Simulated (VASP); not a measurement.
Si2C, 3 atoms in the cell. Symmetry: P-6m2, No. 187, hexagonal system. The conventional cell has a = 2.865 Å, b = 2.865 Å, c = 4.880 Å, α = 90.00°, β = 90.00°, γ = 120.00°. Si (site symmetry 3m) has 3 C at 2.05 Å and 2 Si at 2.42 to 2.46 Å within 2.7 Å. C (site symmetry -6m2) has 6 Si at 2.05 Å within 2.7 Å.  This cell differs from its parent crystal: atoms taken out.

| Quantity | Value |
| --- | --- |
| Program | VASP 6.6.1 |
| Task | relaxation of cell and atoms |
| Functional | PBE |
| Potentials or basis | VASP PAW PBE potentials, release 64 (Si, C) |
| Cutoff | 600 eV |
| k mesh | 18 × 18 × 10 |
| Occupations | gaussian, width 0.1 eV |
| Spin | no spin polarisation |
| Dipole correction | no |
| Further INCAR settings | ALGO = Normal; EDIFF = 1e-07; IBRION = 2; EDIFFG = -0.01; NSW = 100; ISIF = 3 |

Potentials or basis: VASP PAW PBE potentials, release 64 (Si, C).

The run is started by

```console
$ cat potpaw_PBE.64/Si/POTCAR potpaw_PBE.64/C/POTCAR > POTCAR
$ mpirun -np 1 vasp_std > vasp.out
```

Hardware: 1 thread of Intel Xeon 8259CL, with other jobs on the host.

Estimate the wall time of this run.

Run time: 4.1 min on 1 thread of Intel Xeon 8259CL, on a shared host, peak memory 0.23 GiB. Counts: scf iterations 49, k points 222, ion steps 6.
